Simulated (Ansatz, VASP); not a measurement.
# HPt6: VASP beside Ansatz

```
Pt H
1.0
     5.61433    0.00000    0.00000
    -2.80716    4.86215    0.00000
     0.00000    0.00000   22.61927
Pt H
12 2
Cartesian
  1.4036 0.8104 4.0000
  0.0000 3.2414 4.0000
  4.2107 0.8104 4.0000
  2.8072 3.2414 4.0000
  0.0000 1.6207 6.3097
  -1.4036 4.0518 6.3097
  2.8072 1.6207 6.3097
  1.4036 4.0518 6.3097
  0.0000 0.0000 8.6193
  -1.4036 2.4311 8.6193
  2.8072 0.0000 8.6193
  1.4036 2.4311 8.6193
  0.0000 1.8406 11.2193
  0.0000 3.0216 11.2193
```

Alike in both runs: task single point; functional PBE; k mesh 6 × 6 × 1; occupations gaussian, width 0.1 eV; no spin polarisation.

|  | VASP | Ansatz |
| --- | --- | --- |
| version | VASP 6.6.1 | Ansatz 0.2.0 |
| potentials or method | VASP PAW PBE potentials, release 64 (Pt, H), cutoff 520 eV | scalar-relativistic, plane waves, PAW |
| valence electrons in the cell | 122 | 218 |

|  | VASP | Ansatz | Ansatz less VASP |
| --- | --- | --- | --- |
| gap on the k mesh at the Fermi level (eV) | none | none | - |
| rms of the force components (eV/Å) | 0.934 | 0.934 | -0.0003 |

Atom by atom the forces differ by 0.009 eV/Å (rms over components). A gap of «none» marks a metal or a gap that the smearing closes. VASP's potentials hold 122 valence electrons a cell and Ansatz's 218, so a difference there can come from the potentials and not from the codes.

Neither program's run includes spin-orbit coupling.
